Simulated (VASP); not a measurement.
# KI (P4/mmm) in VASP: a series of runs

The runs below take KI through single point, with PBE.

All numbers are computed with VASP 6.6.1; they aren't measurements. Logs are shortened: lines on timing, memory, paths and dates and some standing lists are left out, and cuts for length are marked.

## (1) The cell of the first run

It takes space group P4/mmm (No. 123, tetragonal). The conventional cell has a = 4.291 Å, b = 4.291 Å, c = 4.356 Å, α = 90.00°, β = 90.00°, γ = 90.00°. Within 4.9 Å of K (site symmetry 4/mmm) lie 8 I at 3.73 Å and 6 K at 4.29 to 4.36 Å. Within 4.9 Å of I (site symmetry 4/mmm) lie 8 K at 3.73 Å and 6 I at 4.29 to 4.36 Å.

## (2) Single point, PBE (strain +0.000 along x and y, +0.015 along z)

INCAR

```
PREC = Accurate
ENCUT = 520
EDIFF = 1E-7
ISMEAR = 0
SIGMA = 0.05
LREAL = F
LASPH = T
NELM = 100
ALGO = Normal
ISIF = 2
LWAVE = F
LCHARG = F
GGA = PE
NBANDS = 15
```

KPOINTS

```
Automatic mesh
0
Gamma
  6 6 6
```

POSCAR

```
KI
1.0
    4.2911966600      0.0000000000      0.0000000000
    0.0000000000      4.2911966600      0.0000000000
    0.0000000000      0.0000000000      4.3555646099
K I
1 1
Direct
    0.0000000000      0.0000000000      0.0000000000
    0.5000000000      0.5000000000      0.5000000000
```

Potentials or basis: VASP PAW PBE potentials, release 64 (K_sv, I).

On the command line:

```console
$ cat potpaw_PBE.64/K_sv/POTCAR potpaw_PBE.64/I/POTCAR > POTCAR
$ mpirun -np 1 vasp_std > vasp.out
```

OUTCAR:

```text
PREC = Accurate
   ENCUT = 520
   EDIFF = 1E-7
   ISMEAR = 0
   LREAL = F
   LASPH = T
   NELM = 100
   ISIF = 2
   GGA = PE

 ion  position               nearest neighbor table
   1  0.000  0.000  0.000-
   2  0.500  0.500  0.500-

  LATTYP: Found a simple tetragonal cell.
 ALAT       =     4.2911966600
 C/A-ratio  =     1.0150000000

  Lattice vectors:

 A1 = (   4.2911966600,   0.0000000000,   0.0000000000)
 A2 = (   0.0000000000,   4.2911966600,   0.0000000000)
 A3 = (   0.0000000000,   0.0000000000,   4.3555646099)

Analysis of symmetry for initial positions (statically):
=====================================================================
 Subroutine PRICEL returns:
 Original cell was already a primitive cell.

 Routine SETGRP: Setting up the symmetry group for a
 simple tetragonal supercell.

 Subroutine GETGRP returns: Found 16 space group operations
 (whereof 16 operations were pure point group operations)
 out of a pool of 16 trial point group operations.

The static configuration has the point symmetry D_4h.

Analysis of symmetry for dynamics (positions and initial velocities):
=====================================================================
 Subroutine PRICEL returns:
 Original cell was already a primitive cell.

 Routine SETGRP: Setting up the symmetry group for a
 simple tetragonal supercell.

 Subroutine GETGRP returns: Found 16 space group operations
 (whereof 16 operations were pure point group operations)
 out of a pool of 16 trial point group operations.

The dynamic configuration has the point symmetry D_4h.

 Subroutine INISYM returns: Found 16 space group operations
 (whereof 16 operations are pure point group operations),
 and found     1 'primitive' translations

----------------------------------------------------------------------------------------

                                     Primitive cell

  volume of cell :      80.2050

  direct lattice vectors                    reciprocal lattice vectors
     4.291196660  0.000000000  0.000000000     0.233035230  0.000000000  0.000000000
     0.000000000  4.291196660  0.000000000     0.000000000  0.233035230  0.000000000
     0.000000000  0.000000000  4.355564610     0.000000000  0.000000000  0.229591359

  length of vectors
     4.291196660  4.291196660  4.355564610     0.233035230  0.233035230  0.229591359

  position of ions in fractional coordinates (direct lattice)
     0.000000000  0.000000000  0.000000000
     0.500000000  0.500000000  0.500000000

  ion indices of the primitive-cell ions
   primitive index   ion index
                 1           1
                 2           2

----------------------------------------------------------------------------------------

 KPOINTS: Automatic mesh

Automatic generation of k-mesh.
 Grid dimensions read from file:
 generate k-points for:    6    6    6

 Generating k-lattice:

  Cartesian coordinates                     Fractional coordinates (reciprocal lattice)
     0.038839205  0.000000000  0.000000000     0.166666667  0.000000000  0.000000000
     0.000000000  0.038839205  0.000000000     0.000000000  0.166666667  0.000000000
     0.000000000  0.000000000  0.038265227     0.000000000  0.000000000  0.166666667

  Length of vectors
     0.038839205  0.038839205  0.038265227

  Shift w.r.t. Gamma in fractional coordinates (k-lattice)
     0.000000000  0.000000000  0.000000000

 Subroutine IBZKPT returns following result:
 ===========================================

 Found     40 irreducible k-points:

 Following reciprocal coordinates:
            Coordinates               Weight
  0.000000  0.000000  0.000000      1.000000
  0.166667  0.000000  0.000000      4.000000
  0.333333  0.000000  0.000000      4.000000
  0.500000  0.000000  0.000000      2.000000
  0.166667  0.166667  0.000000      4.000000
  0.333333  0.166667  0.000000      8.000000
[... 16 lines left out ...]
  0.333333  0.000000  0.333333      8.000000
  0.500000  0.000000  0.333333      4.000000
 [... further k-points ...]
   k-points           NKPTS =     40   k-points in BZ     NKDIM =     40   number of bands    NBANDS=     15
   number of dos      NEDOS =    301   number of ions     NIONS =      2
   total plane-waves  NPLWV =  32768
   dimension x,y,z NGX =    32 NGY =   32 NGZ =   32
   dimension x,y,z NGXF=    64 NGYF=   64 NGZF=   64
   ions per type =               1   1
   NGX,Y,Z   is equivalent  to a cutoff of  12.40, 12.40, 12.21 a.u.
   NGXF,Y,Z  is equivalent  to a cutoff of  24.79, 24.79, 24.43 a.u.
 SYSTEM =  unknown system
   PREC   = accura    normal or accurate (medium, high low for compatibility)
   ISTART =      0    job   : 0-new  1-cont  2-samecut
   ICHARG =      2    charge: 1-file 2-atom 10-const
   ISPIN  =      1    spin polarized calculation?
   LNONCOLLINEAR =      F non collinear calculations
   LSORBIT =      F    spin-orbit coupling
   LASPH  =      T    aspherical Exc in radial PAW
   ENCUT  =  520.0 eV  38.22 Ry    6.18 a.u.   7.98  7.98  8.10*2*pi/ulx,y,z
   NELM   =    100;   NELMIN=  2; NELMDL= -5     # of ELM steps
   EDIFF  = 0.1E-06   stopping-criterion for ELM
   LREAL  =      F    real-space projection
   EDIFFG = 0.1E-05   stopping-criterion for IOM
   NSW    =      0    number of steps for IOM
   IBRION =     -1    ionic relax: 0-MD 1-quasi-New 2-CG
   NFREE  =      0    steps in history (QN), initial steepest desc. (CG)
   ISIF   =      2    stress and relaxation
   ISYM   =      2    0-nonsym 1-usesym 2-fastsym
   POTIM  = 0.5000    time-step for ionic-motion
   TEBEG  =    0.0;   TEEND  =   0.0 temperature during run
   PSTRESS=    0.0 pullay stress
   NELECT =      16.0000    total number of electrons
   NUPDOWN=      -1.0000    fix difference up-down
   EMIN   =  10.00;   EMAX   =-10.00  energy-range for DOS
   EFERMI =   0.00;   METHOD = LEGACY
   ISMEAR =     0;   SIGMA  =   0.05  broadening in eV -4-tet -1-fermi 0-gaus
   EFERMI_NEDOS =   21; number of points for ismear=-14 and -15
   IALGO  =     38    algorithm
   IMIX   =      4    mixing-type and parameters
     AMIX     =   0.40;   BMIX     =  1.00
     AMIX_MAG =   1.60;   BMIX_MAG =  1.00
  volume/ion in A,a.u.               =      40.10       270.62
  Fermi-wavevector in a.u.,A,eV,Ry     =   0.956565  1.807645 12.449551  0.915016
  Thomas-Fermi vector in A             =   2.085504
   LORBIT       =      0    0 simple, 1 ext, 2 COOP (PROOUT), +10 PAW based schemes
   GGA     = PE    functional components
   LHFCALC =     F    Hartree Fock is set to
   AEXX    =    0.0000 exact exchange contribution
   IVDW    =     0    specifies the selected vdW correction
   LEPSILON=     F    determine dielectric tensor
   LRPA    =     F    only Hartree local field effects (RPA)
 non-spin polarized calculation
 Gauss-broadening in eV      SIGMA  =   0.05
  energy-cutoff  :      520.00
  volume of cell :       80.20
 maximum number of plane-waves:      2208
 NGX is ok and might be reduce to    32
   NGX = 15   NGY = 15   NGZ = 17

 number of electron      16.0000004 magnetization

 Free energy of the ion-electron system (eV)
  ---------------------------------------------------
  ext. energy  EPLUGINS =         0.00000000
  ---------------------------------------------------
  free energy    TOTEN  =        -5.42284803 eV

  energy without entropy =       -5.42284803  energy(sigma->0) =       -5.42284803

 E-fermi :   1.0540     XC(G=0):  -7.6487

 val. band max:        0.8118700306   @ k =   0.5000   0.0000   0.5000
 cond. band min:       4.0756656589   @ k =   0.0000   0.0000   0.0000
 fundamental gap:      3.2637956283
 Fermi energy:         1.0540379497

 k-point     1 :       0.0000    0.0000    0.0000
  band No.  band energies     occupation
      1     -28.6079      2.00000
      2     -12.0607      2.00000
      3     -12.0607      2.00000
      4     -12.0602      2.00000
      5     -10.3353      2.00000
      6       0.3670      2.00000
      7       0.4667      2.00000
      8       0.4667      2.00000
      9       4.0757      0.00000
     10       5.5514      0.00000
     11       5.6106      0.00000
     12       9.1238      0.00000
     13       9.1238      0.00000
     14       9.2186      0.00000
     15      11.1467      0.00000

 k-point     2 :       0.1667    0.0000    0.0000
  band No.  band energies     occupation
      1     -28.6067      2.00000
      2     -12.1018      2.00000
      3     -12.0579      2.00000
      4     -12.0574      2.00000
      5     -10.2628      2.00000
      6      -0.1727      2.00000
      7       0.3869      2.00000
      8       0.4876      2.00000
      9       4.6392      0.00000
     10       5.7655      0.00000
     11       6.2572      0.00000
     12       9.0242      0.00000
     13       9.1175      0.00000
     14       9.2359      0.00000
     15      10.3187      0.00000

 k-point     3 :       0.3333    0.0000    0.0000
  band No.  band energies     occupation
      1     -28.6044      2.00000
      2     -12.1785      2.00000
      3     -12.0524      2.00000
      4     -12.0517      2.00000
      5     -10.1181      2.00000
      6      -1.0843      2.00000
      7       0.4269      2.00000
      8       0.5298      2.00000
      9       5.5855      0.00000
     10       6.3427      0.00000
     11       7.4900      0.00000
     12       8.8324      0.00000
     13       8.9909      0.00000
     14       9.0814      0.00000
     15       9.5023      0.00000
[... 343 lines left out ...]
 k-point    23 :       0.3333    0.0000    0.3333
  band No.  band energies     occupation
      1     -28.6016      2.00000
      2     -12.1438      2.00000
      3     -12.1172      2.00000
      4     -12.0466      2.00000
      5     -10.0466      2.00000
      6      -0.8322      2.00000
      7      -0.6396      2.00000
      8       0.6820      2.00000
      9       5.5484      0.00000
     10       6.4275      0.00000
     11       7.9231      0.00000
     12       8.4147      0.00000
     13       8.4763      0.00000
     14       8.7638      0.00000
     15       9.9600      0.00000

 k-point    24 :       0.5000    0.0000    0.3333
  band No.  band energies     occupation
      1     -28.6005      2.00000
      2     -12.1620      2.00000
      3     -12.1104      2.00000
      4     -12.0443      2.00000
      5     -10.0176      2.00000
      6      -1.0616      2.00000
      7      -0.5943      2.00000
      8       0.7422      2.00000
      9       5.1803      0.00000
     10       6.5532      0.00000
     11       7.8682      0.00000
     12       7.9639      0.00000
     13       8.6140      0.00000
     14       9.4109      0.00000
     15      10.2516      0.00000

 [... further k-points ...]
[... 5 lines left out ...]
  --------------------------------------------------------------------------------------
  -------------------------------------------------------------------------------------
  Total        0.2171203      0.2171203      0.0003999      0.0000000      0.0000000      0.0000000
  in kB        4.3372028      4.3372028      0.0079892      0.0000000      0.0000000      0.0000000
  external PRESSURE =       2.8941316 kB  Pullay stress =       0.0000000 kB

 VOLUME and BASIS-vectors are now :
 -----------------------------------------------------------------------------
  energy-cutoff  :      520.00
  volume of cell :       80.20
      direct lattice vectors                 reciprocal lattice vectors
     4.291196660  0.000000000  0.000000000     0.233035230  0.000000000  0.000000000
     0.000000000  4.291196660  0.000000000     0.000000000  0.233035230  0.000000000
     0.000000000  0.000000000  4.355564610     0.000000000  0.000000000  0.229591359

 POSITION                                       TOTAL-FORCE (eV/Angst)
 -----------------------------------------------------------------------------------
      0.00000      0.00000      0.00000         0.000000      0.000000      0.000000
      2.14560      2.14560      2.17778         0.000000      0.000000      0.000000
 -----------------------------------------------------------------------------------
    total drift:                                0.000000      0.000000     -0.000000

  FREE ENERGIE OF THE ION-ELECTRON SYSTEM (eV)
  ---------------------------------------------------
  free  energy   TOTEN  =        -5.4228480312 eV

  energy  without entropy=       -5.4228480312  energy(sigma->0) =       -5.42284803
```

Wall time 25 s (1 thread of Intel Xeon Platinum 8375C at 2.90GHz (Ice Lake), shared host); peak memory 0.2 GiB.

Results:

```yaml
Free_energy: -5.4228 eV
Pressure: 0.3 GPa
Band_gap_on_the_k_mesh: 3.26 eV, indirect (least direct gap 3.61 eV)
```

Stress tensor (GPa, compression positive):
```
0.43 0.00 0.00
0.00 0.43 0.00
0.00 0.00 0.00
```

Caveat: the cell differs from its parent crystal (strain +0.000 along x and y, +0.015 along z); spin-orbit coupling is left out, which moves the levels of the heavy elements. A k mesh can miss the band edges.

## (3) Single point, PBE (strain +0.000 along x and y, +0.030 along z)

INCAR

```
PREC = Accurate
ENCUT = 520
EDIFF = 1E-6
ISMEAR = 0
SIGMA = 0.05
LREAL = F
LASPH = T
NELM = 100
ALGO = Normal
ISIF = 2
LWAVE = F
LCHARG = T
GGA = PE
LELF = T
LVHAR = T
NBANDS = 15
```

KPOINTS is that of step 2.

Edit POSCAR of step 2 so:

```diff
@@ -4,3 +4,3 @@
     0.0000000000      4.2911966600      0.0000000000
-    0.0000000000      0.0000000000      4.3555646099
+    0.0000000000      0.0000000000      4.4199325598
 K I
```

Potentials or basis: VASP PAW PBE potentials, release 64 (K_sv, I).

On the command line:

```console
$ cat potpaw_PBE.64/K_sv/POTCAR potpaw_PBE.64/I/POTCAR > POTCAR
$ mpirun -np 1 vasp_std > vasp.out
```

Wall time 28 s (1 thread of Intel Xeon Platinum 8375C at 2.90GHz (Ice Lake), shared host); peak memory 0.2 GiB.

The run converged. Its results:

| Property | Result |
| --- | --- |
| Free energy | -5.4213 eV |
| Pressure | 0.1 GPa |
| Band gap on the k mesh | 3.19 eV, indirect (least direct gap 3.52 eV) |

Stress tensor (GPa, compression positive):
```
 0.38  0.00  0.00
 0.00  0.38  0.00
 0.00  0.00 -0.45
```

Levels at points of the mesh, in eV from the valence-band top:
```
           k point  band 4  band 5  band 6  band 7  band 8  band 9  band 10  band 11  band 12  band 13
(0.00, 0.00, 0.00)  -12.92  -11.14   -0.52   -0.33   -0.33    3.19     4.72     4.83     8.24     8.24
(0.50, 0.00, 0.00)  -12.90  -10.86   -2.24   -0.44   -0.24    5.33     6.14     6.90     7.02     8.36
(0.50, 0.50, 0.00)  -12.90  -10.79   -1.68   -1.68   -0.15    3.94     5.50     6.59     6.59     8.80
(0.00, 0.00, 0.50)  -12.91  -10.89   -2.23   -0.28   -0.28    5.38     6.12     6.77     7.04     8.64
(0.50, 0.00, 0.50)  -12.90  -10.83   -1.73   -1.65    0.00    3.86     5.70     6.80     6.86     8.81
(0.50, 0.50, 0.50)  -12.96  -10.66   -1.65   -1.65   -1.58    5.54     5.58     5.58     8.55     8.72
```

Caveat: the cell differs from its parent crystal (strain +0.000 along x and y, +0.030 along z); spin-orbit coupling is left out, which moves the levels of the heavy elements. A k mesh can miss the band edges.

## (4) Single point, PBE (strain +0.015 along x and y, +0.000 along z)

INCAR

```
PREC     = Accurate       # precision mode
ENCUT    = 520            # plane-wave cutoff, eV
EDIFF    = 1E-7           # SCF threshold, eV
ISMEAR   = 0              # smearing method
SIGMA    = 0.05           # smearing width, eV
LREAL    = False          # projectors in reciprocal space
LASPH    = True           # aspherical terms in the spheres
NELM     = 100            # most SCF steps
ALGO     = Normal         # electronic algorithm
ISIF     = 2              # what is computed and relaxed
LWAVE    = False          # write WAVECAR
LCHARG   = True           # write CHGCAR
GGA      = PE             # functional
LELF     = True           # ELF
LVHAR    = True         
NBANDS   = 15             # bands
```

KPOINTS

```
regular mesh
0
Gamma
  6 6 6
```

POSCAR

```
KI
1.0
    4.3555646099      0.0000000000      0.0000000000
    0.0000000000      4.3555646099      0.0000000000
    0.0000000000      0.0000000000      4.2911966600
K I
1 1
Direct
    0.0000000000      0.0000000000      0.0000000000
    0.5000000000      0.5000000000      0.5000000000
```

On the command line:

```console
$ cat potpaw_PBE.64/K_sv/POTCAR potpaw_PBE.64/I/POTCAR > POTCAR
$ mpirun -np 1 vasp_std > vasp.out
```

It took 24 s on 1 thread of Intel Xeon Platinum 8375C at 2.90GHz (Ice Lake), shared host; peak memory 0.2 GiB.

The run converged. Its results:

| Property | Result |
| --- | --- |
| Free energy | -5.4244 eV |
| Pressure | 0.1 GPa |
| Band gap on the k mesh | 3.20 eV, indirect (least direct gap 3.53 eV) |

Stress tensor (GPa, compression positive):
```
-0.05  0.00  0.00
 0.00 -0.05  0.00
 0.00  0.00  0.38
```

Levels at points of the mesh, in eV from the valence-band top:
```
           k point  band 5  band 6  band 7  band 8  band 9  band 10  band 11  band 12
(0.00, 0.00, 0.00)  -11.13   -0.43   -0.43   -0.33    3.20     4.74     4.80     8.24
(0.50, 0.00, 0.00)  -10.87   -2.23   -0.36   -0.26    5.36     6.14     6.84     7.03
(0.50, 0.50, 0.00)  -10.83   -1.69   -1.69    0.00    3.86     5.70     6.83     6.83
(0.00, 0.00, 0.50)  -10.86   -2.24   -0.34   -0.34    5.34     6.17     6.88     7.01
(0.50, 0.00, 0.50)  -10.81   -1.71   -1.66   -0.08    3.90     5.60     6.70     6.72
(0.50, 0.50, 0.50)  -10.66   -1.65   -1.61   -1.61    5.56     5.56     5.58     8.65
```

Caveat: the cell differs from its parent crystal (strain +0.015 along x and y, +0.000 along z); spin-orbit coupling is left out, which moves the levels of the heavy elements. A k mesh can miss the band edges.

## (5) Single point, PBE (strain +0.030 along x and y, +0.000 along z)

INCAR

```
SYSTEM = KI
  ALGO = Normal
  EDIFF = 1E-6
  ENCUT = 520
  GGA = PE
  ISIF = 2
  ISMEAR = 0
  LASPH = .TRUE.
  LCHARG = .FALSE.
  LREAL = .FALSE.
  LWAVE = .FALSE.
  NBANDS = 15
  NELM = 100
  PREC = Accurate
  SIGMA = 0.05
```

KPOINTS

```
k-points
0
G
  6 6 6
  0 0 0
```

POSCAR

```
KI
1.0
    4.4199325598      0.0000000000      0.0000000000
    0.0000000000      4.4199325598      0.0000000000
    0.0000000000      0.0000000000      4.2911966600
K I
1 1
Direct
    0.0000000000      0.0000000000      0.0000000000
    0.5000000000      0.5000000000      0.5000000000
```

On the command line:

```console
$ cat potpaw_PBE.64/K_sv/POTCAR potpaw_PBE.64/I/POTCAR > POTCAR
$ mpirun -np 1 vasp_std > vasp.out
```

It took 30 s on 1 thread of Intel Xeon Platinum 8375C at 2.90GHz (Ice Lake), shared host; peak memory 0.22 GiB.

The run converged. Its results:

```
Free energy            : -5.4201 eV
Pressure               : -0.2 GPa
Band gap on the k mesh : 3.08 eV, indirect (least direct gap 3.38 eV)
```

Stress tensor (GPa, compression positive):
```
-0.52  0.00  0.00
 0.00 -0.52  0.00
 0.00  0.00  0.30
```

Levels at points of the mesh, in eV from the valence-band top:
| k point | band 6 | band 7 | band 8 | band 9 | band 10 | band 11 |
| --- | --- | --- | --- | --- | --- | --- |
| (0.00, 0.00, 0.00) | -0.49 | -0.49 | -0.30 | 3.08 | 4.71 | 4.84 |
| (0.50, 0.00, 0.00) | -2.18 | -0.43 | -0.23 | 5.24 | 6.08 | 6.64 |
| (0.50, 0.50, 0.00) | -1.67 | -1.67 | 0.00 | 3.80 | 5.71 | 6.87 |
| (0.00, 0.00, 0.50) | -2.19 | -0.39 | -0.39 | 5.21 | 6.15 | 6.71 |
| (0.50, 0.00, 0.50) | -1.70 | -1.62 | -0.14 | 3.89 | 5.51 | 6.60 |
| (0.50, 0.50, 0.50) | -1.64 | -1.56 | -1.56 | 5.49 | 5.49 | 5.52 |

Caveat: the cell differs from its parent crystal (strain +0.030 along x and y, +0.000 along z); spin-orbit coupling is left out, which moves the levels of the heavy elements.

## (6) Overview

| cell | gap on the mesh (eV) | pressure (GPa) |
| --- | --- | --- |
| a = 4.291, b = 4.291, c = 4.356 Å, 2 atoms | 3.26 | 0.3 |
| a = 4.291, b = 4.291, c = 4.420 Å, 2 atoms | 3.19 | 0.1 |
| a = 4.356, b = 4.356, c = 4.291 Å, 2 atoms | 3.20 | 0.1 |
| a = 4.420, b = 4.420, c = 4.291 Å, 2 atoms | 3.08 | -0.2 |

Alike in all rows: task single point; level PBE; potentials or basis VASP PAW PBE potentials, release 64 (K_sv, I); no spin polarisation; k mesh 6 × 6 × 6; cutoff (eV) 520; smearing gaussian 0.05 eV.

Caveats: spin-orbit coupling is left out, which moves the levels of the heavy elements.

Total energies depend on the potentials used, so only differences within one code and one set of settings carry meaning.
